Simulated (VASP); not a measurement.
Input of a VASP 6.6.1 run:

The input INCAR:

```
PREC = Accurate
ENCUT = 520
EDIFF = 1E-6
ISMEAR = 0
SIGMA = 0.1
LREAL = F
LASPH = T
NELM = 80
ALGO = Fast
ISIF = 2
LWAVE = F
LCHARG = F
GGA = PE
NBANDS = 11
```

The input KPOINTS:

```
Automatic mesh
0
Gamma
  18 18 18
```

File POSCAR:

```
Pd
1.0
    0.0000000000      1.8889577420      1.8889577420
    1.8889577420      0.0000000000      1.8889577420
    1.8889577420      1.8889577420      0.0000000000
Pd
1
Direct
    0.0000000000      0.0000000000      0.0000000000
```

Potentials or basis: VASP PAW PBE potentials, release 64 (Pd).

The run is started by

```console
$ cat potpaw_PBE.64/Pd/POTCAR > POTCAR
$ mpirun -np 1 vasp_std > vasp.out
```

Q: Predict the band gap on the k mesh.

A: Zero (band 5 reaches 11.74 eV, above the bottom of band 6 at 9.89 eV).

Q: Estimate the pressure.

A: 30.0 GPa.
